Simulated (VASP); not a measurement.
Set up this calculation in VASP 6.6.1, as the native input.

| Item | Value |
| --- | --- |
| Task | single point |
| Functional | r2SCAN |
| Potentials or basis | VASP PAW PBE potentials, release 64 (Cd, Se) |
| Cutoff | 440 eV |
| k mesh | 4 × 4 × 2 |
| Occupations | fermi-dirac, width 0.05 eV |
| Spin | no spin polarisation |
| Dipole correction | no |
| Further INCAR settings | ALGO = Normal; EDIFF = 1e-06; NBANDS = 36 |

Crystal: CdSe.

```
CELL_PARAMETERS angstrom
3.03296 -3.03296 0.00000
0.00000 3.03296 -3.03296
6.09422 6.09422 6.09422
ATOMIC_POSITIONS crystal
Cd 0.00000 0.00000 0.00032
Cd 0.33333 0.66667 0.33365
Cd 0.66667 0.33333 0.66699
Se 0.00000 0.00000 0.24968
Se 0.33333 0.66667 0.58301
Se 0.66667 0.33333 0.91634
```

One way to write it, as run:

POSCAR

```
CdSe
1.0
    3.0329650000     -3.0329650000      0.0000000000
    0.0000000000      3.0329650000     -3.0329650000
    6.0942190000      6.0942190000      6.0942190000
Cd Se
3 3
Direct
    0.0000000000      0.0000000000      0.0003220000
    0.3333330000      0.6666670000      0.3336550000
    0.6666670000      0.3333330000      0.6669890000
    0.0000000000      0.0000000000      0.2496780000
    0.3333330000      0.6666670000      0.5830110000
    0.6666670000      0.3333330000      0.9163450000
```

INCAR.step1

```
  PREC = Accurate
  ENCUT = 440
  ISMEAR = -1
  SIGMA = 0.05
  LREAL = F
  LASPH = T
  NELM = 120
  NBANDS = 36
  GGA = PE
  ALGO = Normal
  EDIFF = 1E-5
  LWAVE = T
  LCHARG = F
  GGA_COMPAT = F
```

INCAR.step2

```
  PREC = Accurate
  ENCUT = 440
  EDIFF = 1E-6
  ISMEAR = -1
  SIGMA = 0.05
  LREAL = F
  LASPH = T
  NELM = 120
  ALGO = Normal
  ISIF = 2
  LWAVE = F
  LCHARG = T
  METAGGA = R2SCAN
  LMIXTAU = T
  LELF = T
  LVHAR = T
  NBANDS = 36
  ISTART = 1
  GGA_COMPAT = F
```

KPOINTS

```
regular mesh
0
Gamma
  4 4 2
```

Potentials or basis: VASP PAW PBE potentials, release 64 (Cd, Se).

The run is started by

```sh
$ cat potpaw_PBE.64/Cd/POTCAR potpaw_PBE.64/Se/POTCAR > POTCAR
$ cp INCAR.step1 INCAR
$ mpirun -np 1 vasp_std > vasp.out
$ cp INCAR.step2 INCAR
$ mpirun -np 1 vasp_std > vasp.out
```

It gave:

```
Pressure               : 1.8 GPa
Largest force          : 0.016 eV/Å
Band gap on the k mesh : 1.08 eV
```

Caveat: the k points lie up to 0.42 Å⁻¹ apart; the PAW data sets were made with another functional, which shifts forces and pressure a little.

Wall time 5.9 min on 1 thread of Intel Xeon 8259CL, on a shared host, peak memory 0.27 GiB.
